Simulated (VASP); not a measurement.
# Sb8H (Pm-3m) in VASP: a series of runs

Runs on Sb8H. Level: PBE. Tasks: single point, relaxation of cell and atoms.

Everything below comes from runs of VASP 6.6.1. Logs are shortened: lines on timing, memory, paths and dates and some standing lists are left out, and cuts for length are marked.

### 1 The cell of the first run

Symmetry: Pm-3m, No. 221, cubic system. The conventional cell has a = 6.221 Å, b = 6.221 Å, c = 6.221 Å, α = 90.00°, β = 90.00°, γ = 90.00°. Within 3.6 Å of Sb (site symmetry 3m) lie 1 H at 2.70 Å and 6 Sb at 3.10 to 3.12 Å. Within 3.6 Å of H (site symmetry m-3m) lie 8 Sb at 2.70 Å.

### 2 Single point, PBE

INCAR

```
SYSTEM = Sb8H
  ALGO = Normal
  EDIFF = 1E-6
  ENCUT = 520
  GGA = PE
  ISIF = 2
  ISMEAR = 0
  LASPH = .True.
  LCHARG = .True.
  LELF = .True.
  LREAL = .False.
  LVHAR = .True.
  LWAVE = .False.
  NBANDS = 30
  NELM = 100
  PREC = Accurate
  SIGMA = 0.1
```

KPOINTS

```
k-points
0
Gamma
  6 6 6
  0 0 0
```

POSCAR

```
Sb8H
1.0
    6.2210341163      0.0000000000      0.0000000000
    0.0000000000      6.2210341163      0.0000000000
    0.0000000000      0.0000000000      6.2210341163
Sb H
8 1
Direct
   -0.0008761748     -0.0008761748     -0.0008761748
   -0.0008761748     -0.0008761748      0.5008761748
   -0.0008761748      0.5008761748     -0.0008761748
   -0.0008761748      0.5008761748      0.5008761748
    0.5008761748     -0.0008761748     -0.0008761748
    0.5008761748     -0.0008761748      0.5008761748
    0.5008761748      0.5008761748     -0.0008761748
    0.5008761748      0.5008761748      0.5008761748
    0.2500000000      0.2500000000      0.2500000000
```

Potentials or basis: VASP PAW PBE potentials, release 64 (Sb, H).

On the command line:

```bash
$ cat potpaw_PBE.64/Sb/POTCAR potpaw_PBE.64/H/POTCAR > POTCAR
$ mpirun -np 1 vasp_std > vasp.out
```

OUTCAR:

```text
SYSTEM = Sb8H
   EDIFF = 1E-6
   ENCUT = 520
   GGA = PE
   ISIF = 2
   ISMEAR = 0
   LASPH = .True.
   LREAL = .False.
   NELM = 100
   PREC = Accurate

 ion  position               nearest neighbor table
   1  0.999  0.999  0.999-   2 3.10   3 3.10   5 3.10   5 3.12   3 3.12   2 3.12
   2  0.999  0.999  0.501-   1 3.10   4 3.10   6 3.10   4 3.12   6 3.12   1 3.12
   3  0.999  0.501  0.999-   1 3.10   4 3.10   7 3.10   4 3.12   7 3.12   1 3.12
   4  0.999  0.501  0.501-   2 3.10   3 3.10   8 3.10   8 3.12   3 3.12   2 3.12
   5  0.501  0.999  0.999-   1 3.10   6 3.10   7 3.10   6 3.12   7 3.12   1 3.12
   6  0.501  0.999  0.501-   2 3.10   5 3.10   8 3.10   8 3.12   5 3.12   2 3.12
   7  0.501  0.501  0.999-   3 3.10   5 3.10   8 3.10   8 3.12   5 3.12   3 3.12
   8  0.501  0.501  0.501-   4 3.10   6 3.10   7 3.10   7 3.12   6 3.12   4 3.12
   9  0.250  0.250  0.250-

  LATTYP: Found a simple cubic cell.
 ALAT       =     6.2210341163

  Lattice vectors:

 A1 = (   6.2210341163,   0.0000000000,   0.0000000000)
 A2 = (   0.0000000000,   6.2210341163,   0.0000000000)
 A3 = (   0.0000000000,   0.0000000000,   6.2210341163)

Analysis of symmetry for initial positions (statically):
=====================================================================
 Subroutine PRICEL returns:
 Original cell was already a primitive cell.

 Routine SETGRP: Setting up the symmetry group for a
 simple cubic supercell.

 Subroutine GETGRP returns: Found 48 space group operations
 (whereof  6 operations were pure point group operations)
 out of a pool of 48 trial point group operations.

The static configuration has the point symmetry C_3v.
 The point group associated with its full space group is O_h .

Analysis of symmetry for dynamics (positions and initial velocities):
=====================================================================
 Subroutine PRICEL returns:
 Original cell was already a primitive cell.

 Routine SETGRP: Setting up the symmetry group for a
 simple cubic supercell.

 Subroutine GETGRP returns: Found 48 space group operations
 (whereof  6 operations were pure point group operations)
 out of a pool of 48 trial point group operations.

The dynamic configuration has the point symmetry C_3v.
 The point group associated with its full space group is O_h .

 Subroutine INISYM returns: Found 48 space group operations
 (whereof  6 operations are pure point group operations),
 and found     1 'primitive' translations

[... 112 lines left out ...]
   TEBEG  =    0.0;   TEEND  =   0.0 temperature during run
   PSTRESS=    0.0 pullay stress
   NELECT =      41.0000    total number of electrons
   NUPDOWN=      -1.0000    fix difference up-down
   EMIN   =  10.00;   EMAX   =-10.00  energy-range for DOS
   EFERMI =   0.00;   METHOD = LEGACY
   ISMEAR =     0;   SIGMA  =   0.10  broadening in eV -4-tet -1-fermi 0-gaus
   EFERMI_NEDOS =   21; number of points for ismear=-14 and -15
   IALGO  =     38    algorithm
   IMIX   =      4    mixing-type and parameters
     AMIX     =   0.40;   BMIX     =  1.00
     AMIX_MAG =   1.60;   BMIX_MAG =  1.00
  volume/ion in A,a.u.               =      26.75       180.53
  Fermi-wavevector in a.u.,A,eV,Ry     =   0.907417  1.714769 11.203111  0.823405
  Thomas-Fermi vector in A             =   2.031222
   LORBIT       =      0    0 simple, 1 ext, 2 COOP (PROOUT), +10 PAW based schemes
   GGA     = PE    functional components
   LHFCALC =     F    Hartree Fock is set to
   AEXX    =    0.0000 exact exchange contribution
   IVDW    =     0    specifies the selected vdW correction
   LEPSILON=     F    determine dielectric tensor
   LRPA    =     F    only Hartree local field effects (RPA)
 non-spin polarized calculation
 Gauss-broadening in eV      SIGMA  =   0.10
  energy-cutoff  :      520.00
  volume of cell :      240.76
 maximum number of plane-waves:      6515
 NGX is ok and might be reduce to    48
   NGX = 23   NGY = 23   NGZ = 23

 number of electron      40.9999997 magnetization

 Free energy of the ion-electron system (eV)
  ---------------------------------------------------
  ext. energy  EPLUGINS =         0.00000000
  ---------------------------------------------------
  free energy    TOTEN  =       -34.39000208 eV

  energy without entropy =      -34.36811000  energy(sigma->0) =      -34.37905604

 E-fermi :   7.1755     XC(G=0):  -9.6803

 val. band max:        7.1333308391   @ k =   0.5000   0.1667   0.1667
 cond. band min:       7.2327098699   @ k =   0.5000   0.5000   0.5000
 fundamental gap:      0.0993790308
 Fermi energy:         7.1755412271

 k-point     1 :       0.0000    0.0000    0.0000
  band No.  band energies     occupation
      1      -5.3227      2.00000
      2      -2.8774      2.00000
      3      -2.8774      2.00000
      4      -2.8774      2.00000
      5      -0.3376      2.00000
      6      -0.3376      2.00000
[... 649 lines left out ...]
     29       7.2859      0.11849
     30       7.3230      0.03709

------------------------ aborting loop because EDIFF is reached ----------------------------------------

  FORCE on cell =-STRESS in cart. coord.  units (eV):
  Direction    XX          YY          ZZ          XY          YZ          ZX
  --------------------------------------------------------------------------------------
  -------------------------------------------------------------------------------------
  Total       -0.0545451     -0.0545451     -0.0545451      0.0000000      0.0000000      0.0000000
  in kB       -0.3629766     -0.3629766     -0.3629766      0.0000000      0.0000000      0.0000000
  external PRESSURE =      -0.3629766 kB  Pullay stress =       0.0000000 kB

 VOLUME and BASIS-vectors are now :
 -----------------------------------------------------------------------------
  energy-cutoff  :      520.00
  volume of cell :      240.76
      direct lattice vectors                 reciprocal lattice vectors
     6.221034116  0.000000000  0.000000000     0.160744979  0.000000000  0.000000000
     0.000000000  6.221034116  0.000000000     0.000000000  0.160744979  0.000000000
     0.000000000  0.000000000  6.221034116     0.000000000  0.000000000  0.160744979

 POSITION                                       TOTAL-FORCE (eV/Angst)
 -----------------------------------------------------------------------------------
      6.21558      6.21558      6.21558         0.009472      0.009472      0.009472
      6.21558      6.21558      3.11597         0.009472      0.009472     -0.009472
      6.21558      3.11597      6.21558         0.009472     -0.009472      0.009472
      6.21558      3.11597      3.11597         0.009472     -0.009472     -0.009472
      3.11597      6.21558      6.21558        -0.009472      0.009472      0.009472
      3.11597      6.21558      3.11597        -0.009472      0.009472     -0.009472
      3.11597      3.11597      6.21558        -0.009472     -0.009472      0.009472
      3.11597      3.11597      3.11597        -0.009472     -0.009472     -0.009472
      1.55526      1.55526      1.55526         0.000000      0.000000     -0.000000
 -----------------------------------------------------------------------------------
    total drift:                               -0.000000     -0.000000     -0.000000

  FREE ENERGIE OF THE ION-ELECTRON SYSTEM (eV)
  ---------------------------------------------------
  free  energy   TOTEN  =       -34.3900020764 eV

  energy  without entropy=      -34.3681100013  energy(sigma->0) =      -34.37905604
```

OSZICAR:

```text
N       E                     dE             d eps       ncg     rms          rms(c)
DAV:   1     0.193703285038E+03    0.19370E+03   -0.13423E+04  1200   0.106E+03
DAV:   2    -0.181532775003E+02   -0.21186E+03   -0.20510E+03  1404   0.176E+02
DAV:   3    -0.343127087483E+02   -0.16159E+02   -0.15676E+02  1462   0.517E+01
DAV:   4    -0.346593046157E+02   -0.34660E+00   -0.34100E+00  1494   0.761E+00
DAV:   5    -0.346644671833E+02   -0.51626E-02   -0.51587E-02  1598   0.109E+00    0.600E+00
DAV:   6    -0.343676945083E+02    0.29677E+00   -0.10637E+00  1606   0.287E+00    0.325E+00
DAV:   7    -0.343854000657E+02   -0.17706E-01   -0.15696E-01  1338   0.120E+00    0.149E+00
DAV:   8    -0.343899550183E+02   -0.45550E-02   -0.15959E-02  1476   0.482E-01    0.172E-01
DAV:   9    -0.343899507441E+02    0.42742E-05   -0.60214E-03  1440   0.259E-01    0.884E-02
DAV:  10    -0.343900071955E+02   -0.56451E-04   -0.98347E-04  1502   0.115E-01    0.233E-02
DAV:  11    -0.343900096571E+02   -0.24617E-05   -0.96768E-05  1462   0.362E-02    0.204E-02
DAV:  12    -0.343900015449E+02    0.81123E-05   -0.27159E-05  1520   0.128E-02    0.709E-03
DAV:  13    -0.343900020509E+02   -0.50605E-06   -0.11014E-05  1374   0.876E-03    0.207E-03
DAV:  14    -0.343900020764E+02   -0.25458E-07   -0.22537E-06   890   0.193E-03
   1 F= -.34390002E+02 E0= -.34379056E+02  d E =-.218921E-01
```

It took 77 s on 1 thread of AMD EPYC 9R45 (Zen 5), shared host; peak memory 0.34 GiB.

What came out:

* Free energy: -34.3900 eV
* Pressure: 0.0 GPa
* Largest force: 0.016 eV/Å
* Band gap on the k mesh: zero (an odd number of electrons rules out a gap without spin polarisation)

Forces on the atoms (eV/Å):
```
Sb   0.009  0.009  0.009
Sb   0.009  0.009 -0.009
Sb   0.009 -0.009  0.009
Sb   0.009 -0.009 -0.009
Sb  -0.009  0.009  0.009
Sb  -0.009  0.009 -0.009
Sb  -0.009 -0.009  0.009
Sb  -0.009 -0.009 -0.009
H    0.000  0.000  0.000
```

Levels at points of the mesh, in eV from the Fermi level:
```tsv
k point	band 17	band 18	band 19	band 20	band 21	band 22	band 23	band 24
(0.00, 0.00, 0.00)	-3.60	-1.71	-1.71	-1.71	-0.96	2.11	2.11	3.10
(0.50, 0.00, 0.00)	-2.43	-2.12	0.06	0.06	0.10	0.10	0.21	2.25
(0.50, 0.50, 0.00)	-1.38	-1.07	-1.01	-1.01	0.46	0.51	0.51	0.59
(0.50, 0.50, 0.50)	-0.68	-0.67	-0.67	-0.67	-0.60	-0.60	-0.60	-0.57
```

Caveat: the highest band is partly filled, so the run has too few bands; spin-orbit coupling is left out, which moves the levels of the heavy elements; an odd number of electrons without spin polarisation forces a metal; a magnetic or distorted state may lie lower.

### 3 Relaxation of cell and atoms, PBE

This run uses another cell than the first one, of 26.91 Å³/atom.

INCAR

```
ALGO = Normal ; EDIFF = 1E-7
EDIFFG = -0.025 ; ENCUT = 600
GGA = PE ; IBRION = 2
ISIF = 3 ; ISMEAR = 0
LASPH = True ; LCHARG = False
LREAL = False ; LWAVE = False
NELM = 80 ; NSW = 90
PREC = Accurate ; SIGMA = 0.1
```

KPOINTS

```
k-points
0
Gamma
  6 6 6
```

POSCAR

```
Sb8H
1.0
    6.2334859272      0.0000000000      0.0000000000
    0.0000000000      6.2334859272      0.0000000000
    0.0000000000      0.0000000000      6.2334859272
Sb H
8 1
Direct
   -0.0011957599     -0.0011957599     -0.0011957599
   -0.0011957599     -0.0011957599      0.5011957599
   -0.0011957599      0.5011957599     -0.0011957599
   -0.0011957599      0.5011957599      0.5011957599
    0.5011957599     -0.0011957599     -0.0011957599
    0.5011957599     -0.0011957599      0.5011957599
    0.5011957599      0.5011957599     -0.0011957599
    0.5011957599      0.5011957599      0.5011957599
    0.2500000000      0.2500000000      0.2500000000
```

Potentials or basis: VASP PAW PBE potentials, release 64 (Sb, H).

On the command line:

```bash
$ cat potpaw_PBE.64/Sb/POTCAR potpaw_PBE.64/H/POTCAR > POTCAR
$ mpirun -np 1 vasp_std > vasp.out
```

Wall time 3.1 min (1 thread of AMD EPYC 9R45 (Zen 5), shared host); peak memory 0.4 GiB.

It converged, with:

* Free energy: -34.3901 eV
* Relaxed volume: 26.72 Å³/atom
* Relaxed cell: a = 6.219 Å, b = 6.219 Å, c = 6.219 Å, α = 90.00°, β = 90.00°, γ = 90.00°
* Space group after relaxing (to 0.1 Å): Pm-3m (No. 221)
* Energy gained by relaxing: 0.3 meV/atom
* Ionic steps: 4
* Pressure after relaxing: 0.0 GPa
* Largest force after relaxing: 0.022 eV/Å

Forces in eV/Å, atoms in the order of the input:
```
Sb   0.013  0.013  0.013
Sb   0.013  0.013 -0.013
Sb   0.013 -0.013  0.013
Sb   0.013 -0.013 -0.013
Sb  -0.013  0.013  0.013
Sb  -0.013  0.013 -0.013
Sb  -0.013 -0.013  0.013
Sb  -0.013 -0.013 -0.013
H    0.000  0.000  0.000
```

Step by step:
```
step  energy change (eV)  largest force (eV/Å)  pressure (GPa)  volume (Å³)
   1              0.0000                0.0297           -0.36       242.21
   2             -0.0020                0.0277            0.12       240.12
   3             -0.0021                0.0282            0.03       240.51
   4             -0.0024                0.0224            0.02       240.51
```

Final structure:
```yaml
crystal:
  lattice:
    - [6.21888, 0.00000, 0.00000]
    - [0.00000, 6.21888, 0.00000]
    - [0.00000, 0.00000, 6.21888]
  atoms:
    - { symbol: Sb, position: [0.99904, 0.99904, 0.99904] }
    - { symbol: Sb, position: [0.99904, 0.99904, 0.50096] }
    - { symbol: Sb, position: [0.99904, 0.50096, 0.99904] }
    - { symbol: Sb, position: [0.99904, 0.50096, 0.50096] }
    - { symbol: Sb, position: [0.50096, 0.99904, 0.99904] }
    - { symbol: Sb, position: [0.50096, 0.99904, 0.50096] }
    - { symbol: Sb, position: [0.50096, 0.50096, 0.99904] }
    - { symbol: Sb, position: [0.50096, 0.50096, 0.50096] }
    - { symbol: H, position: [0.25000, 0.25000, 0.25000] }
```

Levels at points of the mesh, in eV from the Fermi level:
```tsv
k point	band 18	band 19	band 20	band 21	band 22	band 23
(0.00, 0.00, 0.00)	-1.72	-1.72	-1.72	-0.97	2.11	2.11
(0.50, 0.00, 0.00)	-2.12	0.05	0.05	0.10	0.10	0.21
(0.50, 0.50, 0.00)	-1.08	-1.02	-1.02	0.46	0.51	0.51
(0.50, 0.50, 0.50)	-0.67	-0.67	-0.67	-0.60	-0.60	-0.60
```

Caveat: the highest band is partly filled, so the run has too few bands; spin-orbit coupling is left out, which moves the levels of the heavy elements.

The gap in the log of VASP goes by the Fermi energy; the results here count the filled bands.